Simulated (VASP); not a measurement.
Crystal: CaS.

```
Ca S
1.0
     0.00000    2.84794    2.84794
     2.84794    0.00000    2.84794
     2.84794    2.84794    0.00000
Ca S
1 1
Direct
  0.00000 0.00000 0.00000
  0.50000 0.50000 0.50000
```

Base run:

| Quantity | Value |
| --- | --- |
| Program | VASP 6.6.1 |
| Functional | PBE |
| Potentials or basis | VASP PAW PBE potentials, release 64 (Ca_sv, S) |
| Cutoff | 500 eV |
| k mesh | 6 × 6 × 6 |
| Occupations | gaussian, width 0.01 eV |
| Spin | no spin polarisation |

Its results: band gap on the k mesh 2.36 eV (least direct gap 3.16 eV); pressure 0.6 GPa.

Task: The run is repeated on the same cell with these changes: functional from PBE to HSE06; cutoff from 500 eV to 400 eV. What comes out?

Result: Band gap on the k mesh 3.40 eV (least direct gap 4.31 eV); pressure 0.3 GPa.

Caveats: the PAW data sets were made with another functional, which shifts forces and pressure a little (at least some runs).

A k mesh can miss the band edges.
